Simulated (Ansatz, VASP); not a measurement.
# LiF in VASP and in Ansatz

File INCAR:

```
ALGO = Normal ; EDIFF = 1E-6
ENCUT = 520 ; GGA = CA
ISIF = 2 ; ISMEAR = 0
LASPH = T ; LCHARG = F
LREAL = F ; LWAVE = F
NBANDS = 18 ; NELM = 60
PREC = Accurate ; SIGMA = 0.05
```

Contents of KPOINTS:

```
k-points
0
Gamma
  9 9 6
```

File POSCAR:

```
LiF
1.0
    2.9880110668      0.0000000000      0.0000000000
   -1.4940055334      2.5876934907      0.0000000000
    0.0000000000      0.0000000000      4.4847058102
Li F
2 2
Direct
    0.3333333333      0.6666666667      0.3839784076
    0.6666666667      0.3333333333      0.8839784076
    0.3333333333      0.6666666667      0.9910195924
    0.6666666667      0.3333333333      0.4910195924
```

Input for Ansatz:

```yaml
crystal:
  lattice:
    - [2.9880110668, 0.0, 0.0]
    - [-1.4940055334, 2.5876934907, 0.0]
    - [0.0, 0.0, 4.4847058102]
  atoms:
    - { symbol: Li, position: [0.3333333333, 0.6666666667, 0.3839784076] }
    - { symbol: Li, position: [0.6666666667, 0.3333333333, 0.8839784076] }
    - { symbol: F, position: [0.3333333333, 0.6666666667, 0.9910195924] }
    - { symbol: F, position: [0.6666666667, 0.3333333333, 0.4910195924] }
basis:
  ecutwfc: 520.0
kpoints:
  mp_grid: { grid: [9, 9, 6] }
hamiltonian:
  xc: lda
scf:
  occupations: { method: gaussian, width: 0.05 }
output:
  forces: true
  stress: true
  eigenvalues: true
```

Alike in both runs: task single point; functional LDA; k mesh 9 × 9 × 6; occupations gaussian, width 0.05 eV; no spin polarisation.

|  | VASP | Ansatz |
| --- | --- | --- |
| version | VASP 6.6.1 | Ansatz 0.2.0 |
| potentials or method | VASP PAW LDA potentials, release 64 (Li_sv, F), cutoff 520 eV | scalar-relativistic, plane waves, PAW |
| valence electrons in the cell | 20 | 20 |

```csv
,VASP,Ansatz,Ansatz less VASP
gap on the k mesh at the Fermi level (eV),8.17,8.18,+0.017
least direct gap on the mesh (eV),8.17,8.18,+0.017
rms of the force components (eV/Å),0.105,0.102,-0.0028
```

LDA's correlation is that of Perdew and Zunger in VASP and of Perdew and Wang (1992) in Ansatz. Atom by atom the forces differ by 0.003 eV/Å (rms over components).

Noted on VASP's run: the cutoff is short for stress, so the pressure is rough.
